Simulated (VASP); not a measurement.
# Cd (P6_3/mmc) in VASP: further runs

Runs on Cd. Level: RPBE. Tasks: single point.

Program: VASP 6.6.1. These are calculated values, not measurements. Logs are shortened: lines on timing, memory, paths and dates and some standing lists are left out, and cuts for length are marked.

**1. The cell of the first run**

Symmetry: P6_3/mmc, No. 194, hexagonal system. Conventional cell: a = 2.932 Å, b = 2.932 Å, c = 5.803 Å, α = 90.00°, β = 90.00°, γ = 120.00°. Cd (site symmetry -6m2) has 12 Cd at 2.93 to 3.36 Å within 3.9 Å.

**2. Single point, RPBE (volume scaled by 0.88)**

Contents of INCAR:

```
PREC = Accurate ; ENCUT = 520
EDIFF = 1E-6 ; ISMEAR = -1
SIGMA = 0.1 ; LREAL = False
LASPH = True ; NELM = 60
ALGO = Normal ; ISIF = 2
LWAVE = False ; LCHARG = False
GGA = RP ; NBANDS = 19
```

Contents of KPOINTS:

```
regular mesh
0
Gamma
  19 19 9
```

Contents of POSCAR:

```
Cd
1.0
    2.9316769224      0.0000000000      0.0000000000
   -1.4658384612      2.5389066905      0.0000000000
    0.0000000000      0.0000000000      5.8033456089
Cd
2
Direct
    0.3333333333      0.6666666667      0.2500000000
    0.6666666667      0.3333333333      0.7500000000
```

Potentials or basis: VASP PAW PBE potentials, release 64 (Cd).

Run with:

```console
> cat potpaw_PBE.64/Cd/POTCAR > POTCAR
> mpirun -np 1 vasp_std > vasp.out
```

OUTCAR:

```text
PREC = Accurate
   ENCUT = 520
   EDIFF = 1E-6
   ISMEAR = -1
   LREAL = False
   LASPH = True
   NELM = 60
   ISIF = 2
   GGA = RP

 ion  position               nearest neighbor table
   1  0.333  0.667  0.250-   2 3.36   2 3.36   2 3.36   2 3.36   2 3.36   2 3.36
   2  0.667  0.333  0.750-   1 3.36   1 3.36   1 3.36   1 3.36   1 3.36   1 3.36

  LATTYP: Found a hexagonal cell.
 ALAT       =     2.9316769224
 C/A-ratio  =     1.9795310884

  Lattice vectors:

 A1 = (   2.9316769224,   0.0000000000,   0.0000000000)
 A2 = (  -1.4658384612,   2.5389066905,   0.0000000000)
 A3 = (   0.0000000000,   0.0000000000,   5.8033456089)

Analysis of symmetry for initial positions (statically):
=====================================================================
 Subroutine PRICEL returns:
 Original cell was already a primitive cell.

 Routine SETGRP: Setting up the symmetry group for a
 hexagonal supercell.

 Subroutine GETGRP returns: Found 24 space group operations
 (whereof 12 operations were pure point group operations)
 out of a pool of 24 trial point group operations.

The static configuration has the point symmetry D_3d.
 The point group associated with its full space group is D_6h.

Analysis of symmetry for dynamics (positions and initial velocities):
=====================================================================
 Subroutine PRICEL returns:
 Original cell was already a primitive cell.

 Routine SETGRP: Setting up the symmetry group for a
 hexagonal supercell.

 Subroutine GETGRP returns: Found 24 space group operations
 (whereof 12 operations were pure point group operations)
 out of a pool of 24 trial point group operations.

The dynamic configuration has the point symmetry D_3d.
 The point group associated with its full space group is D_6h.

 Subroutine INISYM returns: Found 24 space group operations
 (whereof 12 operations are pure point group operations),
 and found     1 'primitive' translations

----------------------------------------------------------------------------------------

                                     Primitive cell

  volume of cell :      43.1958

  direct lattice vectors                    reciprocal lattice vectors
     2.931676922  0.000000000  0.000000000     0.341101706  0.196935162  0.000000000
    -1.465838461  2.538906691  0.000000000     0.000000000  0.393870324  0.000000000
     0.000000000  0.000000000  5.803345609     0.000000000  0.000000000  0.172314397

  length of vectors
     2.931676922  2.931676922  5.803345609     0.393870324  0.393870324  0.172314397

  position of ions in fractional coordinates (direct lattice)
     0.333333333  0.666666667  0.250000000
     0.666666667  0.333333333  0.750000000

  ion indices of the primitive-cell ions
   primitive index   ion index
                 1           1
                 2           2

----------------------------------------------------------------------------------------

 KPOINTS: regular mesh

Automatic generation of k-mesh.
 Grid dimensions read from file:
 generate k-points for:   19   19    9

 Generating k-lattice:

  Cartesian coordinates                     Fractional coordinates (reciprocal lattice)
     0.017952721  0.010365009  0.000000000     0.052631579 -0.000000000  0.000000000
     0.000000000  0.020730017  0.000000000     0.000000000  0.052631579  0.000000000
     0.000000000  0.000000000  0.019146044     0.000000000  0.000000000  0.111111111

  Length of vectors
     0.020730017  0.020730017  0.019146044

  Shift w.r.t. Gamma in fractional coordinates (k-lattice)
     0.000000000  0.000000000  0.000000000

 Subroutine IBZKPT returns following result:
 ===========================================

 Found    200 irreducible k-points:

 Following reciprocal coordinates:
            Coordinates               Weight
  0.000000  0.000000  0.000000      1.000000
  0.052632 -0.000000  0.000000      6.000000
  0.105263 -0.000000  0.000000      6.000000
  0.157895  0.000000  0.000000      6.000000
  0.210526  0.000000  0.000000      6.000000
  0.263158 -0.000000  0.000000      6.000000
[... 16 lines left out ...]
  0.263158  0.105263  0.000000     12.000000
  0.315789  0.105263  0.000000     12.000000
 [... further k-points ...]
   k-points           NKPTS =    200   k-points in BZ     NKDIM =    200   number of bands    NBANDS=     19
   number of dos      NEDOS =    301   number of ions     NIONS =      2
   total plane-waves  NPLWV =  27648
   dimension x,y,z NGX =    24 NGY =   24 NGZ =   48
   dimension x,y,z NGXF=    48 NGYF=   48 NGZF=   96
   ions per type =               2
   NGX,Y,Z   is equivalent  to a cutoff of  13.61, 13.61, 13.75 a.u.
   NGXF,Y,Z  is equivalent  to a cutoff of  27.22, 27.22, 27.50 a.u.
 SYSTEM =  unknown system
   PREC   = accura    normal or accurate (medium, high low for compatibility)
   ISTART =      0    job   : 0-new  1-cont  2-samecut
   ICHARG =      2    charge: 1-file 2-atom 10-const
   ISPIN  =      1    spin polarized calculation?
   LNONCOLLINEAR =      F non collinear calculations
   LSORBIT =      F    spin-orbit coupling
   LASPH  =      T    aspherical Exc in radial PAW
   ENCUT  =  520.0 eV  38.22 Ry    6.18 a.u.   5.45  5.45 10.79*2*pi/ulx,y,z
   NELM   =     60;   NELMIN=  2; NELMDL= -5     # of ELM steps
   EDIFF  = 0.1E-05   stopping-criterion for ELM
   LREAL  =      F    real-space projection
   EDIFFG = 0.1E-04   stopping-criterion for IOM
   NSW    =      0    number of steps for IOM
   IBRION =     -1    ionic relax: 0-MD 1-quasi-New 2-CG
   NFREE  =      0    steps in history (QN), initial steepest desc. (CG)
   ISIF   =      2    stress and relaxation
   ISYM   =      2    0-nonsym 1-usesym 2-fastsym
   POTIM  = 0.5000    time-step for ionic-motion
   TEBEG  =    0.0;   TEEND  =   0.0 temperature during run
   PSTRESS=    0.0 pullay stress
   NELECT =      24.0000    total number of electrons
   NUPDOWN=      -1.0000    fix difference up-down
   EMIN   =  10.00;   EMAX   =-10.00  energy-range for DOS
   EFERMI =   0.00;   METHOD = LEGACY
   ISMEAR =    -1;   SIGMA  =   0.10  broadening in eV -4-tet -1-fermi 0-gaus
   EFERMI_NEDOS =   21; number of points for ismear=-14 and -15
   IALGO  =     38    algorithm
   IMIX   =      4    mixing-type and parameters
     AMIX     =   0.40;   BMIX     =  1.00
     AMIX_MAG =   1.60;   BMIX_MAG =  1.00
  volume/ion in A,a.u.               =      21.60       145.75
  Fermi-wavevector in a.u.,A,eV,Ry     =   1.345855  2.543296 24.644568  1.811325
  Thomas-Fermi vector in A             =   2.473734
   LORBIT       =      0    0 simple, 1 ext, 2 COOP (PROOUT), +10 PAW based schemes
   GGA     = RP    functional components
   LHFCALC =     F    Hartree Fock is set to
   AEXX    =    0.0000 exact exchange contribution
   IVDW    =     0    specifies the selected vdW correction
   LEPSILON=     F    determine dielectric tensor
   LRPA    =     F    only Hartree local field effects (RPA)
 non-spin polarized calculation
  energy-cutoff  :      520.00
  volume of cell :       43.20
 maximum number of plane-waves:      1192
 NGX is ok and might be reduce to    24
   NGX = 11   NGY = 11   NGZ = 21

 number of electron      24.0000001 magnetization

 Free energy of the ion-electron system (eV)
  ---------------------------------------------------
  ext. energy  EPLUGINS =         0.00000000
  ---------------------------------------------------
  free energy    TOTEN  =        -0.60482930 eV

  energy without entropy =       -0.58628765  energy(sigma->0) =       -0.59555848

 E-fermi :   3.1057     XC(G=0): -10.8913

 val. band max:        3.1035238048   @ k =   0.3684   0.2105   0.2222
 cond. band min:       3.1393283450   @ k =   0.3684   0.2105   0.3333
 fundamental gap:      0.0358045402
 Fermi energy:         3.1057210186

 k-point     1 :       0.0000    0.0000    0.0000
  band No.  band energies     occupation
      1      -6.8957      2.00000
      2      -6.6948      2.00000
      3      -6.2262      2.00000
      4      -6.2262      2.00000
      5      -6.1869      2.00000
      6      -6.1869      2.00000
[... 11 lines left out ...]
     18      18.9019      0.00000
     19      19.1386      0.00000

 k-point     2 :       0.0526   -0.0000    0.0000
  band No.  band energies     occupation
      1      -6.8629      2.00000
      2      -6.6618      2.00000
      3      -6.2388      2.00000
      4      -6.1987      2.00000
      5      -6.1983      2.00000
      6      -6.1597      2.00000
[... 11 lines left out ...]
     18      18.1947      0.00000
     19      19.5298      0.00000

 k-point     3 :       0.1053   -0.0000    0.0000
  band No.  band energies     occupation
      1      -6.7770      2.00000
      2      -6.5828      2.00000
      3      -6.2710      2.00000
      4      -6.2245      2.00000
      5      -6.1169      2.00000
      6      -6.0804      2.00000
[... 11 lines left out ...]
     18      17.6440      0.00000
     19      19.4837      0.00000

 k-point     4 :       0.1579    0.0000    0.0000
  band No.  band energies     occupation
      1      -6.6913      2.00000
      2      -6.5073      2.00000
      3      -6.3133      2.00000
      4      -6.2073      2.00000
      5      -5.9887      2.00000
      6      -5.9555      2.00000
[... 11 lines left out ...]
     18      17.2748      0.00000
     19      17.7234      0.00000

 k-point     5 :       0.2105    0.0000    0.0000
  band No.  band energies     occupation
      1      -6.6942      2.00000
      2      -6.5094      2.00000
      3      -6.2757      2.00000
      4      -6.1039      2.00000
      5      -6.0208      2.00000
      6      -5.8249      2.00000
[... 11 lines left out ...]
     18      16.0677      0.00000
     19      17.0807      0.00000
[... 334 lines left out ...]
      2      -6.3992      2.00000
      3      -6.3757      2.00000
      4      -6.2127      2.00000
      5      -6.0466      2.00000
      6      -5.9175      2.00000
[... 11 lines left out ...]
     18      16.1882      0.00000
     19      16.5956      0.00000

 k-point    22 :       0.2105    0.1053    0.0000
  band No.  band energies     occupation
      1      -6.6471      2.00000
      2      -6.4810      2.00000
      3      -6.2384      2.00000
      4      -6.2109      2.00000
      5      -6.0592      2.00000
      6      -5.9956      2.00000
[... 11 lines left out ...]
     18      15.4776      0.00000
     19      15.9697      0.00000

 k-point    23 :       0.2632    0.1053    0.0000
  band No.  band energies     occupation
      1      -6.7414      2.00000
      2      -6.5765      2.00000
      3      -6.3557      2.00000
      4      -6.0861      2.00000
      5      -6.0668      2.00000
      6      -5.8892      2.00000
[... 11 lines left out ...]
     18      15.3715      0.00000
     19      15.8227      0.00000

 k-point    24 :       0.3158    0.1053    0.0000
  band No.  band energies     occupation
      1      -6.8255      2.00000
      2      -6.6598      2.00000
      3      -6.4709      2.00000
      4      -6.1257      2.00000
      5      -5.9595      2.00000
      6      -5.8763      2.00000
[... 11 lines left out ...]
     18      14.8661      0.00000
     19      15.5801      0.00000

 [... further k-points ...]
[... 5 lines left out ...]
  --------------------------------------------------------------------------------------
  -------------------------------------------------------------------------------------
  Total        2.2907647      2.2907647      1.0704393      0.0000000      0.0000000      0.0000000
  in kB       84.9669027     84.9669027     39.7037315      0.0000000      0.0000000      0.0000000
  external PRESSURE =      69.8791790 kB  Pullay stress =       0.0000000 kB

 VOLUME and BASIS-vectors are now :
 -----------------------------------------------------------------------------
  energy-cutoff  :      520.00
  volume of cell :       43.20
      direct lattice vectors                 reciprocal lattice vectors
     2.931676922  0.000000000  0.000000000     0.341101706  0.196935162  0.000000000
    -1.465838461  2.538906691  0.000000000     0.000000000  0.393870324  0.000000000
     0.000000000  0.000000000  5.803345609     0.000000000  0.000000000  0.172314397

 POSITION                                       TOTAL-FORCE (eV/Angst)
 -----------------------------------------------------------------------------------
     -0.00000      1.69260      1.45084        -0.000000      0.000000      0.000000
      1.46584      0.84630      4.35251         0.000000     -0.000000      0.000000
 -----------------------------------------------------------------------------------
    total drift:                                0.000000     -0.000000      0.000000

  FREE ENERGIE OF THE ION-ELECTRON SYSTEM (eV)
  ---------------------------------------------------
  free  energy   TOTEN  =        -0.6048293010 eV

  energy  without entropy=       -0.5862876529  energy(sigma->0) =       -0.59555848
```

Run time: 70 s. Hardware: 1 thread of Intel Xeon Platinum 8259CL at 2.50GHz (Skylake/Cascade Lake), shared host; peak memory 0.26 GiB.

What came out:

* Free energy: -0.6048 eV
* Pressure: 7.0 GPa
* Band gap on the k mesh: zero (band 12 reaches 4.32 eV, above the bottom of band 13 at -0.07 eV)

Stress tensor (GPa, compression positive):
```
8.50 0.00 0.00
0.00 8.50 0.00
0.00 0.00 3.97
```

Caveat: the PAW data sets were made with another functional, which shifts forces and pressure a little.

**3. Single point, RPBE (volume scaled by 0.92)**

Contents of INCAR:

```
PREC     = Accurate       # precision mode
ENCUT    = 520            # plane-wave cutoff, eV
EDIFF    = 1E-6           # SCF threshold, eV
ISMEAR   = -1             # smearing method
SIGMA    = 0.1            # smearing width, eV
LREAL    = F              # projectors in reciprocal space
LASPH    = T              # aspherical terms in the spheres
NELM     = 80             # most SCF steps
ALGO     = Normal         # electronic algorithm
ISIF     = 2              # what is computed and relaxed
LWAVE    = F              # write WAVECAR
LCHARG   = T              # write CHGCAR
GGA      = RP             # functional
LELF     = T              # ELF
LVHAR    = T            
NBANDS   = 19             # bands
```

Contents of KPOINTS:

```
Automatic mesh
0
Gamma
  19 19 9
```

Contents of POSCAR:

```
Cd
1.0
    2.9754397464      0.0000000000      0.0000000000
   -1.4877198732      2.5768064078      0.0000000000
    0.0000000000      0.0000000000      5.8899754793
Cd
2
Direct
    0.3333333333      0.6666666667      0.2500000000
    0.6666666667      0.3333333333      0.7500000000
```

Potentials or basis: VASP PAW PBE potentials, release 64 (Cd).

Run with:

```console
> cat potpaw_PBE.64/Cd/POTCAR > POTCAR
> mpirun -np 1 vasp_std > vasp.out
```

Wall time 74 s (1 thread of Intel Xeon Platinum 8259CL at 2.50GHz (Skylake/Cascade Lake), shared host); peak memory 0.27 GiB.

It converged, with:

```
Free energy            : -0.6719 eV
Pressure               : 4.1 GPa
Band gap on the k mesh : zero (band 12 reaches 3.98 eV, above the bottom of band 13 at -0.17 eV)
```

Stress tensor (GPa, compression positive):
```
5.04 0.00 0.00
0.00 5.04 0.00
0.00 0.00 2.20
```

Levels at points of the mesh, in eV from the Fermi level:
```
           k point  band 9  band 10  band 11  band 12  band 13  band 14  band 15  band 16
(0.00, 0.00, 0.00)   -8.51    -8.50    -8.50    -3.52    -2.97     9.13    13.29    14.66
```

Caveat: the PAW data sets were made with another functional, which shifts forces and pressure a little.
